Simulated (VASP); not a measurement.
Ge, 9 atoms in the cell. Symmetry: P3_112, No. 151, trigonal system. The conventional cell has a = 6.413 Å, b = 6.413 Å, c = 6.708 Å, α = 90.00°, β = 90.00°, γ = 120.00°. Ge (site symmetry 1) has 4 Ge at 2.51 to 2.58 Å within 3.3 Å. Ge (site symmetry 2) has 6 Ge at 2.53 to 3.36 Å within 3.4 Å. The cell was built from a structure type or drawn by symmetry, and may not be a known phase.

```yaml
Program: VASP 6.6.1
Task: single point
Functional: PBE
Potentials_or_basis: VASP PAW PBE potentials, release 64 (Ge_d)
Cutoff: 520 eV
k_mesh: 6 × 6 × 6
Occupations: gaussian, width 0.1 eV
Spin: no spin polarisation
Dipole_correction: no
Further_INCAR_settings: ALGO = Normal; EDIFF = 1e-07; NBANDS = 73
```

Potentials or basis: VASP PAW PBE potentials, release 64 (Ge_d).

Command:

```sh
$ cat potpaw_PBE.64/Ge_d/POTCAR > POTCAR
$ mpirun -np 1 vasp_std > vasp.out
```

Hardware: 1 thread of Intel(R) Xeon(R) Platinum 8488C (Sapphire Rapids), with other jobs on the host.

Problem. How long does it take, and how much memory?

Solution. Wall time 10 min on 1 thread of Intel(R) Xeon(R) Platinum 8488C (Sapphire Rapids), with other jobs on the host, peak memory 0.57 GiB. Counts: scf iterations 18, k points 34.
